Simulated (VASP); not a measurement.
# Ga2O3 (R-3c) in VASP: single point with PBEsol

Aim: the single point of Ga2O3 with PBEsol.

Program: VASP 6.6.1. These are calculated values, not measurements. Logs are shortened: lines on timing, memory, paths and dates and some standing lists are left out, and cuts for length are marked.

## (1) The cell of the first run

Symmetry: R-3c, No. 167, trigonal system. The conventional cell has a = 5.000 Å, b = 5.000 Å, c = 13.450 Å, α = 90.00°, β = 90.00°, γ = 120.00°. Ga (site symmetry 3) has 6 O at 1.93 to 2.08 Å within 2.6 Å. Within 2.6 Å of O (site symmetry 2) lie 4 Ga at 1.93 to 2.08 Å.

## (2) Single point, PBEsol

Input file INCAR:

```
ALGO = Normal
EDIFF = 1E-6
ENCUT = 520
GGA = PS
ISIF = 2
ISMEAR = 0
LASPH = T
LCHARG = T
LELF = T
LREAL = F
LVHAR = T
LWAVE = F
NBANDS = 55
NELM = 100
PREC = Accurate
SIGMA = 0.02
```

Input file KPOINTS:

```
k-points
0
Gamma
  6 6 6
```

Input file POSCAR:

```
Ga2O3
1.0
    2.5002103636      1.4434971265      4.4832021753
   -2.5002103636      1.4434971265      4.4832021753
    0.0000000000     -2.8869942529      4.4832021753
Ga O
4 6
Direct
    0.3557073131      0.3557073131      0.3557073131
    0.1442926869      0.1442926869      0.1442926869
    0.6442926869      0.6442926869      0.6442926869
    0.8557073131      0.8557073131      0.8557073131
    0.5527715143      0.9472284857      0.2500000000
    0.2500000000      0.5527715143      0.9472284857
    0.9472284857      0.2500000000      0.5527715143
    0.4472284857      0.0527715143      0.7500000000
    0.7500000000      0.4472284857      0.0527715143
    0.0527715143      0.7500000000      0.4472284857
```

Potentials or basis: VASP PAW PBE potentials, release 64 (Ga_d, O).

Run with:

```bash
cat potpaw_PBE.64/Ga_d/POTCAR potpaw_PBE.64/O/POTCAR > POTCAR
mpirun -np 1 vasp_std > vasp.out
```

OUTCAR:

```text
EDIFF = 1E-6
   ENCUT = 520
   GGA = PS
   ISIF = 2
   ISMEAR = 0
   LASPH = T
   LREAL = F
   NELM = 100
   PREC = Accurate

 ion  position               nearest neighbor table
   1  0.356  0.356  0.356-  10 1.93   8 1.93   9 1.93   6 2.08   5 2.08   7 2.08   2 2.84
   2  0.144  0.144  0.144-   9 1.93   8 1.93  10 1.93   7 2.08   5 2.08   6 2.08   1 2.84
   3  0.644  0.644  0.644-   7 1.93   5 1.93   6 1.93   9 2.08   8 2.08  10 2.08   4 2.84
   4  0.856  0.856  0.856-   6 1.93   5 1.93   7 1.93  10 2.08   8 2.08   9 2.08   3 2.84
   5  0.553  0.947  0.250-   3 1.93   4 1.93   1 2.08   2 2.08
   6  0.250  0.553  0.947-   4 1.93   3 1.93   1 2.08   2 2.08
   7  0.947  0.250  0.553-   3 1.93   4 1.93   2 2.08   1 2.08
   8  0.447  0.053  0.750-   1 1.93   2 1.93   3 2.08   4 2.08
   9  0.750  0.447  0.053-   2 1.93   1 1.93   3 2.08   4 2.08
  10  0.053  0.750  0.447-   1 1.93   2 1.93   4 2.08   3 2.08

  LATTYP: Found a trigonal (rhomboedric) cell.
 ALAT       =     5.3323388453
 COS(alpha) =     0.5603089559

  Lattice vectors:

 A1 = (   2.5002103636,   1.4434971265,   4.4832021753)
 A2 = (  -2.5002103636,   1.4434971265,   4.4832021753)
 A3 = (   0.0000000000,  -2.8869942529,   4.4832021753)

Analysis of symmetry for initial positions (statically):
=====================================================================
 Subroutine PRICEL returns:
 Original cell was already a primitive cell.

 Routine SETGRP: Setting up the symmetry group for a
 trigonal (rhombohedral) supercell.

 Subroutine GETGRP returns: Found 12 space group operations
 (whereof  6 operations were pure point group operations)
 out of a pool of 12 trial point group operations.

The static configuration has the point symmetry S_6 .
 The point group associated with its full space group is D_3d.

Analysis of symmetry for dynamics (positions and initial velocities):
=====================================================================
 Subroutine PRICEL returns:
 Original cell was already a primitive cell.

 Routine SETGRP: Setting up the symmetry group for a
 trigonal (rhombohedral) supercell.

 Subroutine GETGRP returns: Found 12 space group operations
 (whereof  6 operations were pure point group operations)
 out of a pool of 12 trial point group operations.

The dynamic configuration has the point symmetry S_6 .
 The point group associated with its full space group is D_3d.

 Subroutine INISYM returns: Found 12 space group operations
 (whereof  6 operations are pure point group operations),
 and found     1 'primitive' translations

----------------------------------------------------------------------------------------

                                     Primitive cell

  volume of cell :      97.0805

  direct lattice vectors                    reciprocal lattice vectors
     2.500210364  1.443497127  4.483202175     0.199983172  0.115460338  0.074351618
    -2.500210364  1.443497127  4.483202175    -0.199983172  0.115460338  0.074351618
     0.000000000 -2.886994253  4.483202175     0.000000000 -0.230920677  0.074351618

  length of vectors
     5.332338845  5.332338845  5.332338845     0.242595387  0.242595387  0.242595387

  position of ions in fractional coordinates (direct lattice)
     0.355707313  0.355707313  0.355707313
     0.144292687  0.144292687  0.144292687
     0.644292687  0.644292687  0.644292687
     0.855707313  0.855707313  0.855707313
     0.552771514  0.947228486  0.250000000
     0.250000000  0.552771514  0.947228486
     0.947228486  0.250000000  0.552771514
     0.447228486  0.052771514  0.750000000
     0.750000000  0.447228486  0.052771514
     0.052771514  0.750000000  0.447228486

  ion indices of the primitive-cell ions
   primitive index   ion index
                 1           1
                 2           2
                 3           3
                 4           4
                 5           5
                 6           6
                 7           7
                 8           8
                 9           9
                10          10

----------------------------------------------------------------------------------------

 KPOINTS: k-points

Automatic generation of k-mesh.
 Grid dimensions read from file:
 generate k-points for:    6    6    6

 Generating k-lattice:

  Cartesian coordinates                     Fractional coordinates (reciprocal lattice)
     0.033330529  0.019243390  0.012391936     0.166666667 -0.000000000  0.000000000
    -0.033330529  0.019243390  0.012391936    -0.000000000  0.166666667  0.000000000
     0.000000000 -0.038486779  0.012391936     0.000000000  0.000000000  0.166666667

  Length of vectors
     0.040432565  0.040432565  0.040432565

  Shift w.r.t. Gamma in fractional coordinates (k-lattice)
     0.000000000  0.000000000  0.000000000

 Subroutine IBZKPT returns following result:
 ===========================================

 Found     32 irreducible k-points:

 Following reciprocal coordinates:
            Coordinates               Weight
  0.000000  0.000000  0.000000      1.000000
  0.166667 -0.000000 -0.000000      6.000000
  0.333333 -0.000000  0.000000      6.000000
  0.500000  0.000000  0.000000      3.000000
  0.166667  0.166667  0.000000      6.000000
  0.333333  0.166667  0.000000     12.000000
[... 16 lines left out ...]
  0.500000  0.500000  0.166667      6.000000
 -0.333333  0.500000  0.166667     12.000000
 [... further k-points ...]
   k-points           NKPTS =     32   k-points in BZ     NKDIM =     32   number of bands    NBANDS=     55
   number of dos      NEDOS =    301   number of ions     NIONS =     10
   total plane-waves  NPLWV =  64000
   dimension x,y,z NGX =    40 NGY =   40 NGZ =   40
   dimension x,y,z NGXF=    80 NGYF=   80 NGZF=   80
   ions per type =               4   6
   NGX,Y,Z   is equivalent  to a cutoff of  12.47, 12.47, 12.47 a.u.
   NGXF,Y,Z  is equivalent  to a cutoff of  24.94, 24.94, 24.94 a.u.
 SYSTEM =  unknown system
   PREC   = accura    normal or accurate (medium, high low for compatibility)
   ISTART =      0    job   : 0-new  1-cont  2-samecut
   ICHARG =      2    charge: 1-file 2-atom 10-const
   ISPIN  =      1    spin polarized calculation?
   LNONCOLLINEAR =      F non collinear calculations
   LSORBIT =      F    spin-orbit coupling
   LASPH  =      T    aspherical Exc in radial PAW
   ENCUT  =  520.0 eV  38.22 Ry    6.18 a.u.   9.91  9.91  9.91*2*pi/ulx,y,z
   NELM   =    100;   NELMIN=  2; NELMDL= -5     # of ELM steps
   EDIFF  = 0.1E-05   stopping-criterion for ELM
   LREAL  =      F    real-space projection
   EDIFFG = 0.1E-04   stopping-criterion for IOM
   NSW    =      0    number of steps for IOM
   IBRION =     -1    ionic relax: 0-MD 1-quasi-New 2-CG
   NFREE  =      0    steps in history (QN), initial steepest desc. (CG)
   ISIF   =      2    stress and relaxation
   ISYM   =      2    0-nonsym 1-usesym 2-fastsym
   POTIM  = 0.5000    time-step for ionic-motion
   TEBEG  =    0.0;   TEEND  =   0.0 temperature during run
   PSTRESS=    0.0 pullay stress
   NELECT =      88.0000    total number of electrons
   NUPDOWN=      -1.0000    fix difference up-down
   EMIN   =  10.00;   EMAX   =-10.00  energy-range for DOS
   EFERMI =   0.00;   METHOD = LEGACY
   ISMEAR =     0;   SIGMA  =   0.02  broadening in eV -4-tet -1-fermi 0-gaus
   EFERMI_NEDOS =   21; number of points for ismear=-14 and -15
   IALGO  =     38    algorithm
   IMIX   =      4    mixing-type and parameters
     AMIX     =   0.40;   BMIX     =  1.00
     AMIX_MAG =   1.60;   BMIX_MAG =  1.00
  volume/ion in A,a.u.               =       9.71        65.51
  Fermi-wavevector in a.u.,A,eV,Ry     =   1.584376  2.994037 34.154006  2.510249
  Thomas-Fermi vector in A             =   2.684004
   LORBIT       =      0    0 simple, 1 ext, 2 COOP (PROOUT), +10 PAW based schemes
   GGA     = PS    functional components
   LHFCALC =     F    Hartree Fock is set to
   AEXX    =    0.0000 exact exchange contribution
   IVDW    =     0    specifies the selected vdW correction
   LEPSILON=     F    determine dielectric tensor
   LRPA    =     F    only Hartree local field effects (RPA)
 non-spin polarized calculation
 Gauss-broadening in eV      SIGMA  =   0.02
  energy-cutoff  :      520.00
  volume of cell :       97.08
 maximum number of plane-waves:      2642
   NGX = 19   NGY = 19   NGZ = 19

 number of electron      87.9999976 magnetization

 Free energy of the ion-electron system (eV)
  ---------------------------------------------------
  ext. energy  EPLUGINS =         0.00000000
  ---------------------------------------------------
  free energy    TOTEN  =       -63.80825632 eV

  energy without entropy =      -63.80825632  energy(sigma->0) =      -63.80825632

 E-fermi :   4.4730     XC(G=0): -12.4336

 val. band max:        4.3458353172   @ k =  -0.1667   0.1667   0.0000
 cond. band min:       7.0468683462   @ k =   0.0000   0.0000   0.0000
 fundamental gap:      2.7010330289
 Fermi energy:         4.4730257520

 k-point     1 :       0.0000    0.0000    0.0000
  band No.  band energies     occupation
      1     -14.5915      2.00000
      2     -12.5454      2.00000
      3     -12.5454      2.00000
      4     -12.5275      2.00000
      5     -12.5024      2.00000
      6     -12.5024      2.00000
[... 47 lines left out ...]
     54      15.3209      0.00000
     55      16.5468      0.00000

 k-point     2 :       0.1667   -0.0000   -0.0000
  band No.  band energies     occupation
      1     -14.4644      2.00000
      2     -12.6887      2.00000
      3     -12.5596      2.00000
      4     -12.5552      2.00000
      5     -12.5110      2.00000
      6     -12.4917      2.00000
[... 47 lines left out ...]
     54      15.9407      0.00000
     55      16.3588      0.00000

 k-point     3 :       0.3333   -0.0000    0.0000
  band No.  band energies     occupation
      1     -14.1079      2.00000
      2     -13.0760      2.00000
      3     -12.5949      2.00000
      4     -12.5860      2.00000
      5     -12.5175      2.00000
      6     -12.5040      2.00000
[... 1152 lines left out ...]
 k-point    23 :       0.5000    0.5000    0.1667
  band No.  band energies     occupation
      1     -13.7381      2.00000
      2     -13.1517      2.00000
      3     -12.8408      2.00000
      4     -12.6532      2.00000
      5     -12.5939      2.00000
      6     -12.5060      2.00000
[... 47 lines left out ...]
     54      16.3746      0.00000
     55      16.4985      0.00000

 k-point    24 :      -0.3333    0.5000    0.1667
  band No.  band energies     occupation
      1     -13.5419      2.00000
      2     -13.2238      2.00000
      3     -12.9113      2.00000
      4     -12.7797      2.00000
      5     -12.5425      2.00000
      6     -12.4961      2.00000
[... 47 lines left out ...]
     54      16.2123      0.00000
     55      16.5358      0.00000

 [... further k-points ...]

------------------------ aborting loop because EDIFF is reached ----------------------------------------

  FORCE on cell =-STRESS in cart. coord.  units (eV):
  Direction    XX          YY          ZZ          XY          YZ          ZX
  --------------------------------------------------------------------------------------
  -------------------------------------------------------------------------------------
  Total        0.4469763      0.4469763      0.4199232     -0.0000000      0.0000000      0.0000000
  in kB        7.3767151      7.3767151      6.9302425     -0.0000000      0.0000000      0.0000000
  external PRESSURE =       7.2278909 kB  Pullay stress =       0.0000000 kB

 VOLUME and BASIS-vectors are now :
 -----------------------------------------------------------------------------
  energy-cutoff  :      520.00
  volume of cell :       97.08
      direct lattice vectors                 reciprocal lattice vectors
     2.500210364  1.443497127  4.483202175     0.199983172  0.115460338  0.074351618
    -2.500210364  1.443497127  4.483202175    -0.199983172  0.115460338  0.074351618
     0.000000000 -2.886994253  4.483202175     0.000000000 -0.230920677  0.074351618

 POSITION                                       TOTAL-FORCE (eV/Angst)
 -----------------------------------------------------------------------------------
      0.00000      0.00000      4.78412         0.000000      0.000000      0.029030
      0.00000      0.00000      1.94068         0.000000     -0.000000     -0.029030
      0.00000      0.00000      8.66548         0.000000     -0.000000     -0.029030
      0.00000      0.00000     11.50893         0.000000      0.000000      0.029030
     -0.98623      1.44350      7.84560         0.013036      0.000000     -0.000000
     -0.75699     -1.57584      7.84560        -0.006518      0.011290     -0.000000
      1.74322      0.13235      7.84560        -0.006518     -0.011290     -0.000000
      0.98623     -1.44350      5.60400        -0.013036      0.000000     -0.000000
      0.75699      1.57584      5.60400         0.006518     -0.011290     -0.000000
     -1.74322     -0.13235      5.60400         0.006518      0.011290     -0.000000
 -----------------------------------------------------------------------------------
    total drift:                               -0.000000     -0.000000      0.000000

  FREE ENERGIE OF THE ION-ELECTRON SYSTEM (eV)
  ---------------------------------------------------
  free  energy   TOTEN  =       -63.8082563210 eV

  energy  without entropy=      -63.8082563210  energy(sigma->0) =      -63.80825632
```

Run time: 5.2 min. Hardware: 1 thread of Intel Xeon 6975P-C, shared host; peak memory 0.31 GiB.

What came out:

```
Free energy            : -63.8083 eV
Pressure               : 0.7 GPa
Largest force          : 0.029 eV/Å
Band gap on the k mesh : 2.70 eV, indirect (least direct gap 2.96 eV)
```

Forces on the atoms (eV/Å):
```
Ga   0.000  0.000  0.029
Ga   0.000  0.000 -0.029
Ga   0.000  0.000 -0.029
Ga   0.000  0.000  0.029
O    0.013  0.000  0.000
O   -0.007  0.011  0.000
O   -0.007 -0.011  0.000
O   -0.013  0.000  0.000
O    0.007 -0.011  0.000
O    0.007  0.011  0.000
```

Caveat: the PAW data sets were made with another functional, which shifts forces and pressure a little. Expect the measured gap to be larger: semilocal functionals such as PBEsol lack the derivative discontinuity.
